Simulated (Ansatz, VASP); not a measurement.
Two plane-wave programs on Fe3Os

```xyz
4
Lattice="3.5666 0.0000 0.0000 0.0000 3.5666 0.0000 0.0000 0.0000 3.5666" Properties=species:S:1:pos:R:3 pbc="T T T"
Fe    0.0000    1.7833    1.7833
Fe    1.7833    0.0000    1.7833
Fe    1.7833    1.7833    0.0000
Os    0.0000    0.0000    0.0000
```

Alike in both runs: functional PBE; k mesh 12 × 12 × 12; occupations gaussian, width 0.1 eV; no spin polarisation.

Ansatz relaxed the structure, and its values are those at the end. VASP's run is a single point on that final structure, the one shown.

```csv
,VASP,Ansatz
version,VASP 6.6.1,Ansatz 0.2.0
potentials or method,"VASP PAW PBE potentials, release 64 (Fe, Os), cutoff 520 eV","scalar-relativistic, plane waves, PAW"
valence electrons in the cell,32,64
```

VASP gave:

| Property | Result |
| --- | --- |
| gap on the k mesh at the Fermi level (eV) | none |
| pressure (GPa) | -0.4 |

Question: Estimate Ansatz's values.

Answer: gap on the k mesh at the Fermi level (eV): none; pressure (GPa): 0.0.

A gap of «none» marks a metal or a gap that the smearing closes. With one functional, cell and mesh, what is left measures potentials, basis and numerics. VASP's potentials hold 32 valence electrons a cell and Ansatz's 64, so a difference there can come from the potentials and not from the codes.

Spin-orbit coupling is off throughout.
